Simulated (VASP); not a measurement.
Runs of VASP 6.6.1 on MgS. The structure is that of space group Fm-3m (No. 225), or close to it. The cells are those of the table. 

```csv
cell,gap on the mesh (eV),pressure (GPa)
"a = 3.726, b = 3.726, c = 3.679 Å, angles 60.4, 60.4, 59.2°, 2 atoms",2.62,-0.9
"a = 3.818, b = 3.818, c = 3.863 Å, angles 59.6, 59.6, 60.8°, 2 atoms",2.41,-6.5
"a = 3.495 Å, angles 60.0°, 2 atoms",3.09,17.3
"a = 3.818, b = 3.818, c = 3.771 Å, angles 60.4, 60.4, 59.2°, 2 atoms",2.46,-5.4
"a = 3.680, b = 3.680, c = 3.587 Å, angles 60.8, 60.8, 58.3°, 2 atoms",(a),3.4
"a = 3.863 Å, angles 60.0°, 2 atoms",2.44,-7.6
"a = 3.542, b = 3.542, c = 3.495 Å, angles 60.4, 60.4, 59.1°, 2 atoms",(b),14.0
"a = 3.542, b = 3.542, c = 3.587 Å, angles 59.6, 59.6, 60.9°, 2 atoms",2.85,(c)
```

Alike in all rows: task single point; level PBE; potentials or basis VASP PAW PBE potentials, release 64 (Mg, S); no spin polarisation; k mesh 8 × 8 × 8; cutoff (eV) 520; smearing gaussian 0.05 eV.

Question: Estimate the missing entries.

Answer: (a) 2.64; (b) 2.92; (c) 10.8.

A k mesh can miss the band edges.
